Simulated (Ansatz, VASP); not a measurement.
# Ga: VASP beside Ansatz

The input INCAR:

```
  PREC = Accurate
  ENCUT = 520
  EDIFF = 1E-7
  ISMEAR = -1
  SIGMA = 0.05
  LREAL = False
  LASPH = True
  NELM = 100
  ALGO = Normal
  ISIF = 2
  LWAVE = False
  LCHARG = False
  GGA = PE
  NBANDS = 20
```

The input KPOINTS:

```
Automatic mesh
0
Gamma
  15 15 13
```

The input POSCAR:

```
Ga
1.0
    1.4500000000     -4.0650000000      0.0000000000
    1.4500000000      4.0650000000      0.0000000000
    0.0000000000      0.0000000000      3.1700000000
Ga
2
Direct
    0.8670000000      0.1330000000      0.2500000000
    0.1330000000      0.8670000000      0.7500000000
```

Input for Ansatz:

```yaml
crystal:
  lattice:
    - [1.45, -4.065, 0.0]
    - [1.45, 4.065, 0.0]
    - [0.0, 0.0, 3.17]
  atoms:
    - { symbol: Ga, position: [0.867, 0.133, 0.25] }
    - { symbol: Ga, position: [0.133, 0.867, 0.75] }
kpoints:
  mp_grid: { grid: [15, 15, 13] }
scf:
  occupations: { method: fermi_dirac, width: 0.05 }
hamiltonian:
  xc: pbe
  pseudopotentials:
    kind: all_electron
    lapw: { basis_error: 0.00025 }
    dirac_shells: { Ga: ["3p"] }
output:
  forces: true
  stress: true
  eigenvalues: true
```

Alike in both runs: task single point; functional PBE; k mesh 15 × 15 × 13; occupations fermi-dirac, width 0.05 eV; no spin polarisation.

|  | VASP | Ansatz |
| --- | --- | --- |
| version | VASP 6.6.1 | Ansatz 0.2.0 |
| potentials or method | VASP PAW PBE potentials, release 64 (Ga_d), cutoff 520 eV | all-electron LAPW, scalar-relativistic |

```tsv
	VASP	Ansatz	Ansatz less VASP
pressure (GPa)	1.7	1.6	-0.09
traceless stress, the component that is largest in VASP (GPa)	-1.59	-1.57	+0.012
rms of the force components (eV/Å)	0.116	0.115	-0.0008
```

Atom by atom the forces differ by 0.001 eV/Å (rms over components). Ansatz ran all-electron here, and VASP with PAW potentials.
